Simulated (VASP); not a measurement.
Write the native input for VASP 6.6.1 that does the following.

* Task: single point
* Functional: LDA
* Potentials or basis: VASP PAW LDA potentials, release 64 (Al, N)
* Cutoff: 520 eV
* k mesh: 9 × 9 × 6
* Occupations: gaussian, width 0.05 eV
* Spin: no spin polarisation
* Dipole correction: no
* Further INCAR settings: ALGO = Normal; EDIFF = 1e-06; NBANDS = 16

The structure of AlN lies in POSCAR:

```
AlN
1.0
    3.0886152983      0.0000000000      0.0000000000
   -1.5443076491      2.6748193108      0.0000000000
    0.0000000000      0.0000000000      5.1413000000
Al N
2 2
Direct
    0.3333333333      0.6666666667      0.0046466675
    0.6666666667      0.3333333333      0.5046466675
    0.3333333333      0.6666666667      0.3803533325
    0.6666666667      0.3333333333      0.8803533325
```

These files were run (other wordings do the same):

INCAR

```
SYSTEM = AlN
  ALGO = Normal
  EDIFF = 1E-6
  ENCUT = 520
  GGA = CA
  ISIF = 2
  ISMEAR = 0
  LASPH = .TRUE.
  LCHARG = .FALSE.
  LREAL = .FALSE.
  LWAVE = .FALSE.
  NBANDS = 16
  NELM = 60
  PREC = Accurate
  SIGMA = 0.05
```

KPOINTS

```
k-points
0
G
  9 9 6
  0 0 0
```

Potentials or basis: VASP PAW LDA potentials, release 64 (Al, N).

Run with:

```console
$ cat potpaw_LDA.64/Al/POTCAR potpaw_LDA.64/N/POTCAR > POTCAR
$ mpirun -np 1 vasp_std > vasp.out
```

Results of the run:

- Pressure: -6.8 GPa
- Largest force: 0.007 eV/Å
- Band gap on the k mesh: 4.13 eV, direct

It took 21 s on 1 thread of Intel(R) Xeon(R) Platinum 8259CL CPU @ 2.50GHz (Skylake/Cascade Lake), with other jobs on the host, peak memory 0.15 GiB.
